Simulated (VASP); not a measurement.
# Li4TmGe (P-6m2) in VASP: a series of runs

Li4TmGe is run at these levels: PBE; tasks: relaxation of cell and atoms.

Program: VASP 6.6.1. These are calculated values, not measurements. Logs are shortened: lines on timing, memory, paths and dates and some standing lists are left out, and cuts for length are marked.

## 1. The cell of the first run

Symmetry: P-6m2, No. 187, hexagonal system. Conventional cell: a = 5.097 Å, b = 5.097 Å, c = 3.960 Å, α = 90.00°, β = 90.00°, γ = 120.00°. Li (site symmetry -6m2) has 6 Li at 2.46 Å and 3 Tm at 2.94 Å and 3 Ge at 2.94 Å within 3.2 Å. Li (site symmetry mm2) has 6 Li at 2.46 to 2.57 Å and 2 Ge at 2.47 Å and 4 Tm at 3.23 Å within 3.3 Å. Within 4.0 Å of Tm (site symmetry -6m2) lie 15 Li at 2.94 to 3.23 Å and 3 Ge at 2.94 Å and 2 Tm at 3.96 Å. Within 3.3 Å of Ge (site symmetry -6m2) lie 9 Li at 2.47 to 2.94 Å and 3 Tm at 2.94 Å.

The cell was generated, and may not be a known phase.

## 2. Relaxation of cell and atoms, PBE

File INCAR:

```
SYSTEM = Li4TmGe
PREC = Accurate
ENCUT = 750
EDIFF = 1E-7
ISMEAR = 0
SIGMA = 0.2
LREAL = .FALSE.
LASPH = .TRUE.
NELM = 200
ALGO = Normal
ISIF = 3
LWAVE = .FALSE.
LCHARG = .FALSE.
GGA = PE
IBRION = 2
NSW = 36
EDIFFG = -0.08
GGA_COMPAT = .FALSE.
NELMIN = 4
LMAXMIX = 6
```

File KPOINTS:

```
regular mesh
0
G
  4 4 4
  0 0 0
```

File POSCAR:

```
Li4TmGe
1.0
    5.0969131700      0.0000000000      0.0000000000
   -2.5484565900      4.4140562900      0.0000000000
    0.0000000000      0.0000000000      3.9595469400
Li Tm Ge
4 1 1
Direct
    0.3333333300      0.6666666700      0.0000000000
    0.6643606200      0.8321803100      0.5000000000
    0.1678196900      0.8321803100      0.5000000000
    0.1678196900      0.3356393800      0.5000000000
    0.6666666700      0.3333333300      0.0000000000
    0.0000000000      0.0000000000      0.0000000000
```

Potentials or basis: VASP PAW PBE potentials, release 64 (Li_sv, Tm_3, Ge_d), 4f in core.

Command:

```bash
cat potpaw_PBE.64/Li_sv/POTCAR potpaw_PBE.64/Tm_3/POTCAR potpaw_PBE.64/Ge_d/POTCAR > POTCAR
mpirun -np 1 vasp_std > vasp.out
```

OUTCAR:

```text
SYSTEM = Li4TmGe
   PREC = Accurate
   ENCUT = 750
   EDIFF = 1E-7
   ISMEAR = 0
   LREAL = .FALSE.
   LASPH = .TRUE.
   NELM = 200
   ISIF = 3
   GGA = PE
   IBRION = 2
   NSW = 36
   EDIFFG = -0.08
   NELMIN = 4

 ion  position               nearest neighbor table
   1  0.333  0.667  0.000-   3 2.46   3 2.46   2 2.46   2 2.46   4 2.46   4 2.46   5 2.94   5 2.94
                             5 2.94
   2  0.664  0.832  0.500-   1 2.46   1 2.46   6 2.47   6 2.47   3 2.53   4 2.53   3 2.57   4 2.57

   3  0.168  0.832  0.500-   1 2.46   1 2.46   6 2.47   6 2.47   2 2.53   4 2.53   2 2.57   4 2.57

   4  0.168  0.336  0.500-   1 2.46   1 2.46   6 2.47   6 2.47   2 2.53   3 2.53   2 2.57   3 2.57

   5  0.667  0.333  0.000-   1 2.94   6 2.94   1 2.94   6 2.94   6 2.94   1 2.94
   6  0.000  0.000  0.000-   2 2.47   2 2.47   3 2.47   3 2.47   4 2.47   4 2.47   5 2.94   5 2.94
                             5 2.94

  LATTYP: Found a hexagonal cell.
 ALAT       =     5.0969131700
 C/A-ratio  =     0.7768519510

  Lattice vectors:

 A1 = (   5.0969131700,   0.0000000000,   0.0000000000)
 A2 = (  -2.5484565900,   4.4140562900,   0.0000000000)
 A3 = (   0.0000000000,   0.0000000000,   3.9595469400)

Analysis of symmetry for initial positions (statically):
=====================================================================
 Subroutine PRICEL returns:
 Original cell was already a primitive cell.

 Routine SETGRP: Setting up the symmetry group for a
 hexagonal supercell.

 Subroutine GETGRP returns: Found 12 space group operations
 (whereof 12 operations were pure point group operations)
 out of a pool of 24 trial point group operations.

The static configuration has the point symmetry D_3h.

Analysis of symmetry for dynamics (positions and initial velocities):
=====================================================================
 Subroutine PRICEL returns:
 Original cell was already a primitive cell.

 Routine SETGRP: Setting up the symmetry group for a
 hexagonal supercell.

 Subroutine GETGRP returns: Found 12 space group operations
 (whereof 12 operations were pure point group operations)
 out of a pool of 24 trial point group operations.

The dynamic configuration has the point symmetry D_3h.

 Subroutine INISYM returns: Found 12 space group operations
 (whereof 12 operations are pure point group operations),
 and found     1 'primitive' translations

----------------------------------------------------------------------------------------

                                     Primitive cell

  volume of cell :      89.0821

  direct lattice vectors                    reciprocal lattice vectors
     5.096913170  0.000000000  0.000000000     0.196197182  0.113274496  0.000000000
    -2.548456590  4.414056290  0.000000000     0.000000000  0.226548991  0.000000000
     0.000000000  0.000000000  3.959546940     0.000000000  0.000000000  0.252554147

  length of vectors
     5.096913170  5.096913176  3.959546940     0.226548992  0.226548991  0.252554147

  position of ions in fractional coordinates (direct lattice)
     0.333333330  0.666666670  0.000000000
     0.664360620  0.832180310  0.500000000
     0.167819690  0.832180310  0.500000000
     0.167819690  0.335639380  0.500000000
     0.666666670  0.333333330  0.000000000
     0.000000000  0.000000000  0.000000000

  ion indices of the primitive-cell ions
   primitive index   ion index
                 1           1
                 2           2
                 3           3
                 4           4
                 5           5
                 6           6

----------------------------------------------------------------------------------------

 KPOINTS: regular mesh

Automatic generation of k-mesh.
 Grid dimensions read from file:
 generate k-points for:    4    4    4

 Generating k-lattice:

  Cartesian coordinates                     Fractional coordinates (reciprocal lattice)
     0.049049295  0.028318624  0.000000000     0.250000000  0.000000000  0.000000000
     0.000000000  0.056637248  0.000000000     0.000000000  0.250000000  0.000000000
     0.000000000  0.000000000  0.063138537     0.000000000  0.000000000  0.250000000

  Length of vectors
     0.056637248  0.056637248  0.063138537

  Shift w.r.t. Gamma in fractional coordinates (k-lattice)
     0.000000000  0.000000000  0.000000000

 Subroutine IBZKPT returns following result:
 ===========================================

 Found     12 irreducible k-points:

 Following reciprocal coordinates:
            Coordinates               Weight
  0.000000  0.000000  0.000000      1.000000
  0.250000  0.000000  0.000000      6.000000
  0.500000  0.000000  0.000000      3.000000
  0.250000  0.250000  0.000000      6.000000
  0.000000  0.000000  0.250000      2.000000
  0.250000  0.000000  0.250000     12.000000
  0.500000  0.000000  0.250000      6.000000
  0.250000  0.250000  0.250000     12.000000
  0.000000  0.000000  0.500000      1.000000
  0.250000  0.000000  0.500000      6.000000
  0.500000  0.000000  0.500000      3.000000
  0.250000  0.250000  0.500000      6.000000
   k-points           NKPTS =     12   k-points in BZ     NKDIM =     12   number of bands    NBANDS=     21
   number of dos      NEDOS =    301   number of ions     NIONS =      6
   total plane-waves  NPLWV =  82944
   dimension x,y,z NGX =    48 NGY =   48 NGZ =   36
   dimension x,y,z NGXF=    96 NGYF=   96 NGZF=   72
   ions per type =               4   1   1
   NGX,Y,Z   is equivalent  to a cutoff of  15.66, 15.66, 15.11 a.u.
   NGXF,Y,Z  is equivalent  to a cutoff of  31.31, 31.31, 30.23 a.u.
 SYSTEM =  Li4TmGe
   PREC   = accura    normal or accurate (medium, high low for compatibility)
   ISTART =      0    job   : 0-new  1-cont  2-samecut
   ICHARG =      2    charge: 1-file 2-atom 10-const
   ISPIN  =      1    spin polarized calculation?
   LNONCOLLINEAR =      F non collinear calculations
   LSORBIT =      F    spin-orbit coupling
   LASPH  =      T    aspherical Exc in radial PAW
   ENCUT  =  750.0 eV  55.12 Ry    7.42 a.u.  11.38 11.38  8.84*2*pi/ulx,y,z
   NELM   =    200;   NELMIN=  4; NELMDL= -5     # of ELM steps
   EDIFF  = 0.1E-06   stopping-criterion for ELM
   LREAL  =      F    real-space projection
   EDIFFG = -.8E-01   stopping-criterion for IOM
   NSW    =     36    number of steps for IOM
   IBRION =      2    ionic relax: 0-MD 1-quasi-New 2-CG
   NFREE  =      1    steps in history (QN), initial steepest desc. (CG)
   ISIF   =      3    stress and relaxation
   ISYM   =      2    0-nonsym 1-usesym 2-fastsym
   POTIM  = 0.5000    time-step for ionic-motion
   TEBEG  =    0.0;   TEEND  =   0.0 temperature during run
   PSTRESS=    0.0 pullay stress
   NELECT =      35.0000    total number of electrons
   NUPDOWN=      -1.0000    fix difference up-down
   EMIN   =  10.00;   EMAX   =-10.00  energy-range for DOS
   EFERMI =   0.00;   METHOD = LEGACY
   ISMEAR =     0;   SIGMA  =   0.20  broadening in eV -4-tet -1-fermi 0-gaus
   EFERMI_NEDOS =   21; number of points for ismear=-14 and -15
   IALGO  =     38    algorithm
   IMIX   =      4    mixing-type and parameters
     AMIX     =   0.40;   BMIX     =  1.00
     AMIX_MAG =   1.60;   BMIX_MAG =  1.00
  volume/ion in A,a.u.               =      14.85       100.19
  Fermi-wavevector in a.u.,A,eV,Ry     =   1.199041  2.265859 19.561082  1.437699
  Thomas-Fermi vector in A             =   2.334914
   LORBIT       =      0    0 simple, 1 ext, 2 COOP (PROOUT), +10 PAW based schemes
   GGA     = PE    functional components
   LHFCALC =     F    Hartree Fock is set to
   AEXX    =    0.0000 exact exchange contribution
   IVDW    =     0    specifies the selected vdW correction
   LEPSILON=     F    determine dielectric tensor
   LRPA    =     F    only Hartree local field effects (RPA)
 conjugate gradient relaxation of ions
 non-spin polarized calculation
 Gauss-broadening in eV      SIGMA  =   0.20
  energy-cutoff  :      750.00
  volume of cell :       89.08
 maximum number of plane-waves:      4181
 NGX is ok and might be reduce to    48
   NGX = 23   NGY = 23   NGZ = 17

--------------------------------------- Ionic step        1  -------------------------------------------

 number of electron      35.0000000 magnetization

 Free energy of the ion-electron system (eV)
  ---------------------------------------------------
  ext. energy  EPLUGINS =         0.00000000
  ---------------------------------------------------
  free energy    TOTEN  =       -16.97754186 eV

  energy without entropy =      -16.89939375  energy(sigma->0) =      -16.93846781

------------------------ aborting loop because EDIFF is reached ----------------------------------------

  FORCE on cell =-STRESS in cart. coord.  units (eV):
  Direction    XX          YY          ZZ          XY          YZ          ZX
  --------------------------------------------------------------------------------------
  -------------------------------------------------------------------------------------
  Total        4.0542157      4.0542157     10.5319370     -0.0000000      0.0000000     -0.0000000
  in kB       72.9166718     72.9166720    189.4210493     -0.0000001      0.0000000     -0.0000000
  external PRESSURE =     111.7514644 kB  Pullay stress =       0.0000000 kB
[... 105 lines left out ...]
  energy  without entropy=      -17.7846083511  energy(sigma->0) =      -17.81025920

--------------------------------------- Ionic step        4  -------------------------------------------

 number of electron      35.0000007 magnetization

 E-fermi :   2.5880     XC(G=0):  -8.8675

 val. band max:        2.5346604750   @ k =   0.2500   0.0000   0.2500
 cond. band min:       2.7064529161   @ k =   0.2500   0.0000   0.0000
 fundamental gap:      0.1717924412
 Fermi energy:         2.5879561626

 k-point     1 :       0.0000    0.0000    0.0000
  band No.  band energies     occupation
      1     -43.6536      2.00000
      2     -43.2323      2.00000
      3     -43.1928      2.00000
      4     -43.1928      2.00000
      5     -23.6055      2.00000
      6     -23.6055      2.00000
[... 354 lines left out ...]
  energy  without entropy=      -17.8285333057  energy(sigma->0) =      -17.85132616

--------------------------------------- Ionic step        6  -------------------------------------------

 number of electron      35.0000011 magnetization

 Free energy of the ion-electron system (eV)
  ---------------------------------------------------
  ext. energy  EPLUGINS =         0.00000000
  ---------------------------------------------------
  free energy    TOTEN  =       -17.88533869 eV

  energy without entropy =      -17.84393099  energy(sigma->0) =      -17.86463484

 E-fermi :   2.7450     XC(G=0):  -8.9400

 val. band max:        2.7012180468   @ k =   0.2500   0.0000   0.2500
 cond. band min:       2.8928060770   @ k =   0.2500   0.0000   0.0000
 fundamental gap:      0.1915880303
 Fermi energy:         2.7449517970

 k-point     1 :       0.0000    0.0000    0.0000
  band No.  band energies     occupation
      1     -43.5158      2.00000
      2     -43.1908      2.00000
      3     -43.1395      2.00000
      4     -43.1395      2.00000
      5     -23.3875      2.00000
      6     -23.3875      2.00000
[... 310 lines left out ...]
  FREE ENERGIE OF THE ION-ELECTRON SYSTEM (eV)
  ---------------------------------------------------
  free  energy   TOTEN  =       -17.8853386904 eV

  energy  without entropy=      -17.8439309919  energy(sigma->0) =      -17.86463484

 reached required accuracy - stopping structural energy minimisation
```

It took 97 s on 1 thread of Intel Xeon 6975P-C (Granite Rapids), shared host; peak memory 0.31 GiB.

Results:

- Free energy: -17.8853 eV
- Relaxed volume: 18.25 Å³/atom
- Relaxed cell: a = 5.255 Å, b = 5.255 Å, c = 4.579 Å, α = 90.00°, β = 90.00°, γ = 120.00°
- Space group after relaxing (to 0.1 Å): P-6m2 (No. 187)
- Energy gained by relaxing: 151.3 meV/atom
- Ionic steps: 6
- Pressure after relaxing: 0.0 GPa
- Band gap on the k mesh: zero (an odd number of electrons rules out a gap without spin polarisation)

Forces in eV/Å, atoms in the order of the input:
```
Li   0.000  0.000  0.000
Li   0.002  0.001  0.000
Li  -0.002  0.001  0.000
Li   0.000 -0.002  0.000
Tm   0.000  0.000  0.000
Ge   0.000  0.000  0.000
```

The path:
| step | energy change (eV) | largest force (eV/Å) | pressure (GPa) | volume (Å³) |
| --- | --- | --- | --- | --- |
| 1 | 0.0000 | 0.5930 | 11.18 | 89.08 |
| 2 | -0.7577 | 0.3902 | 2.43 | 103.03 |
| 3 | -0.8584 | 0.2901 | -0.24 | 110.09 |
| 4 | -0.8629 | 0.2647 | -0.81 | 111.95 |
| 5 | -0.8966 | 0.1364 | -0.42 | 110.73 |
| 6 | -0.9078 | 0.0024 | 0.02 | 109.52 |

Final structure:
```
Li Tm Ge
1.0
     5.25509    0.00000    0.00000
    -2.62754    4.55104    0.00000
     0.00000    0.00000    4.57939
Li Tm Ge
4 1 1
Direct
  0.33333 0.66667 0.00000
  0.68104 0.84052 0.50000
  0.15948 0.84052 0.50000
  0.15948 0.31896 0.50000
  0.66667 0.33333 0.00000
  0.00000 0.00000 0.00000
```

Caveat: the k points lie up to 0.35 Å⁻¹ apart in the final cell, too coarse for converged energies and pressures of a metal; the volume moved by over 15 % at a fixed basis, so the end points are rough; spin-orbit coupling is left out, which moves the levels of the heavy elements; the 4f electrons are frozen in the core, so they carry no moment and show no levels.

## 3. Relaxation of cell and atoms, PBE

This run uses another cell than the first one, of 14.97 Å³/atom.

File INCAR:

```
  ALGO = Normal
  EDIFF = 1E-7
  EDIFFG = -0.08
  ENCUT = 750
  GGA = PE
  GGA_COMPAT = F
  IBRION = 2
  ISIF = 3
  ISMEAR = 0
  LASPH = T
  LCHARG = F
  LMAXMIX = 6
  LREAL = F
  LWAVE = F
  NELM = 200
  NELMIN = 4
  NSW = 36
  PREC = Accurate
  SIGMA = 0.2
```

File KPOINTS:

```
k-points
0
Gamma
  4 4 4
```

File POSCAR:

```
Li4TmGe
1.0
    5.1248465200      0.0000000000      0.0000000000
   -2.5624232600      4.4382472800      0.0000000000
    0.0000000000      0.0000000000      3.9496121900
Li Tm Ge
4 1 1
Direct
    0.0000000000      0.0000000000      0.0000000000
    0.3283183200      0.1641591600      0.5000000000
    0.8358408400      0.1641591600      0.5000000000
    0.8358408400      0.6716816800      0.5000000000
    0.3333333300      0.6666666700      0.0000000000
    0.6666666700      0.3333333300      0.0000000000
```

Potentials or basis: VASP PAW PBE potentials, release 64 (Li_sv, Tm_3, Ge_d), 4f in core.

Command:

```bash
cat potpaw_PBE.64/Li_sv/POTCAR potpaw_PBE.64/Tm_3/POTCAR potpaw_PBE.64/Ge_d/POTCAR > POTCAR
mpirun -np 1 vasp_std > vasp.out
```

It took 1.7 min on 1 thread of Intel Xeon 6975P-C (Granite Rapids), shared host; peak memory 0.32 GiB.

Results (log left out):

* Free energy: -17.8861 eV
* Relaxed volume: 18.27 Å³/atom
* Relaxed cell: a = 5.256 Å, b = 5.256 Å, c = 4.581 Å, α = 90.00°, β = 90.00°, γ = 120.00°
* Space group after relaxing (to 0.1 Å): P-6m2 (No. 187)
* Energy gained by relaxing: 152.6 meV/atom
* Ionic steps: 6
* Pressure after relaxing: 0.0 GPa
* Largest force after relaxing: 0.005 eV/Å
* Band gap on the k mesh: zero (an odd number of electrons rules out a gap without spin polarisation)

Forces in eV/Å, atoms in the order of the input:
```
Li   0.000  0.000  0.000
Li   0.004  0.002  0.000
Li  -0.004  0.002  0.000
Li   0.000 -0.005  0.000
Tm   0.000  0.000  0.000
Ge   0.000  0.000  0.000
```

Step by step:
```tsv
step	energy change (eV)	largest force (eV/Å)	pressure (GPa)	volume (Å³)
1	0.0000	0.7036	10.55	89.84
2	-0.7463	0.4455	2.37	103.18
3	-0.8599	0.3122	-0.40	110.60
4	-0.8647	0.2802	-0.97	112.48
5	-0.9035	0.1415	-0.49	110.98
6	-0.9156	0.0046	0.00	109.60
```

Final structure:
```
CELL_PARAMETERS angstrom
5.25622 0.00000 0.00000
-2.62811 4.55202 0.00000
0.00000 0.00000 4.58051
ATOMIC_POSITIONS crystal
Li 0.00000 0.00000 0.00000
Li 0.34765 0.17383 0.50000
Li 0.82617 0.17383 0.50000
Li 0.82617 0.65235 0.50000
Tm 0.33333 0.66667 0.00000
Ge 0.66667 0.33333 0.00000
```

Levels at points of the mesh, in eV from the Fermi level:
```tsv
k point	band 13	band 14	band 15	band 16	band 17	band 18	band 19	band 20	band 21
(0.00, 0.00, 0.00)	-8.53	-1.97	-1.97	-1.90	-1.41	0.44	1.02	1.02	2.22
(0.50, 0.00, 0.00)	-8.11	-3.86	-1.64	-1.29	-1.24	0.34	1.19	1.53	1.81
(0.00, 0.00, 0.50)	-8.32	-3.26	-1.93	-1.93	-0.12	0.36	0.36	0.64	2.83
(0.50, 0.00, 0.50)	-7.91	-3.13	-2.88	-1.36	-1.30	0.23	0.37	0.50	1.53
```

Caveat: the k points lie up to 0.35 Å⁻¹ apart in the final cell, too coarse for converged energies and pressures of a metal; the volume moved by over 15 % at a fixed basis, so the end points are rough; spin-orbit coupling is left out, which moves the levels of the heavy elements; the 4f electrons are frozen in the core, so they carry no moment and show no levels. Spin polarisation is off, so any magnetic state and its effect on volume and gap are missing.

The gap in the log of VASP goes by the Fermi energy; the results here count the filled bands.